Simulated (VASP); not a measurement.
**AlB2N3: single point with PBE**

AlB2N3:

```xyz
6
Lattice="3.0788 0.0000 0.0000 -1.5394 2.6663 0.0000 0.0000 0.0000 7.5416" Properties=species:S:1:pos:R:3 pbc="T T T"
Al    0.0000    0.0000    0.0000
B     0.0000    1.7776    5.0277
B     1.5394    0.8888    2.5139
N     1.5394    0.8888    6.2846
N     0.0000    1.7776    1.2569
N     0.0000    0.0000    3.7708
```

```yaml
Program: VASP 6.6.1
Task: single point
Functional: PBE
Potentials_or_basis: VASP PAW PBE potentials, release 64 (Al, B, N)
Cutoff: 520 eV
k_mesh: 6 × 6 × 2
Occupations: gaussian, width 0.1 eV
Spin: no spin polarisation
```

- Pressure: -52.6 GPa
- Largest force: 0.948 eV/Å
- Band gap on the k mesh: zero (band 12 reaches 4.38 eV, above the bottom of band 13 at 3.54 eV)

Forces on the atoms (eV/Å):
```
Al   0.000  0.000  0.000
B    0.000  0.000  0.097
B    0.000  0.000 -0.097
N    0.000  0.000 -0.948
N    0.000  0.000  0.948
N    0.000  0.000  0.000
```

Stress tensor (GPa, compression positive):
```
-51.12   0.00   0.00
  0.00 -51.12   0.00
  0.00   0.00 -55.49
```

Levels at points of the mesh, in eV from the Fermi level:
```tsv
k point	band 8	band 9	band 10	band 11	band 12	band 13	band 14	band 15	band 16	band 17
(0.00, 0.00, 0.00)	-0.45	-0.41	-0.41	-0.14	-0.14	0.46	3.05	3.47	4.39	4.39
(0.50, 0.00, 0.00)	-2.65	-2.45	-1.83	-1.49	-1.08	-0.89	2.71	3.27	4.93	4.96
(0.00, 0.00, 0.50)	-0.75	-0.39	-0.39	-0.17	-0.17	2.07	2.44	3.41	4.31	4.31
(0.50, 0.00, 0.50)	-3.61	-2.31	-2.21	-0.40	-0.39	0.16	1.28	3.33	4.51	4.66
```

Run time: 13 s on 1 thread of Intel Xeon 6975P-C, with other jobs on the host, peak memory 0.18 GiB.

Caveat: the k points lie up to 0.42 Å⁻¹ apart.
